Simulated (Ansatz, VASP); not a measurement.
## Two plane-wave programs on KCl

The input INCAR:

```
SYSTEM = KCl
ALGO     = Normal         ! electronic algorithm
EDIFF    = 1E-6           ! SCF threshold, eV
ENCUT    = 500            ! plane-wave cutoff, eV
GGA      = PS             ! functional
GGA_COMPAT= .False.      
ISIF     = 2              ! what is computed and relaxed
ISMEAR   = 0              ! smearing method
LASPH    = .True.         ! aspherical terms in the spheres
LCHARG   = .True.         ! write CHGCAR
LELF     = .True.         ! ELF
LREAL    = .False.        ! projectors in reciprocal space
LVHAR    = .True.       
LWAVE    = .False.        ! write WAVECAR
NBANDS   = 15             ! bands
NELM     = 120            ! most SCF steps
PREC     = Accurate       ! precision mode
SIGMA    = 0.1            ! smearing width, eV
```

File KPOINTS:

```
k-points
0
Gamma
  6 6 6
  0 0 0
```

The input POSCAR:

```
KCl
1.0
    3.6863400114      0.0000000000      0.0000000000
    0.0000000000      3.6863400114      0.0000000000
    0.0000000000      0.0000000000      3.6863400114
K Cl
1 1
Direct
    0.0000000000      0.0000000000      0.0000000000
    0.5000000000      0.5000000000      0.5000000000
```

Input for Ansatz:

```yaml
crystal:
  lattice:
    - [3.6863400114, 0.0, 0.0]
    - [0.0, 3.6863400114, 0.0]
    - [0.0, 0.0, 3.6863400114]
  atoms:
    - { symbol: K, position: [0.0, 0.0, 0.0] }
    - { symbol: Cl, position: [0.5, 0.5, 0.5] }
basis:
  ecutwfc: 420
kpoints:
  mp_grid: { grid: [6, 6, 6] }
hamiltonian:
  xc: pbesol
scf:
  occupations: { method: gaussian, width: 0.1 }
output:
  forces: true
  stress: true
  eigenvalues: true
```

Alike in both runs: task single point; functional PBEsol; k mesh 6 × 6 × 6; occupations gaussian, width 0.1 eV; no spin polarisation.

|  | VASP | Ansatz |
| --- | --- | --- |
| version | VASP 6.6.1 | Ansatz 0.2.0 |
| potentials or method | VASP PAW PBE potentials, release 64 (K_sv, Cl), cutoff 500 eV | scalar-relativistic, plane waves, PAW |
| valence electrons in the cell | 16 | 16 |

|  | VASP | Ansatz | Ansatz less VASP |
| --- | --- | --- | --- |
| gap on the k mesh at the Fermi level (eV) | 5.15 | 5.15 | +0.005 |
| least direct gap on the mesh (eV) | 5.38 | 5.38 | +0.004 |
| pressure (GPa) | 1.1 | 1.0 | -0.06 |

VASP's potentials were made for PBE, not for PBEsol.
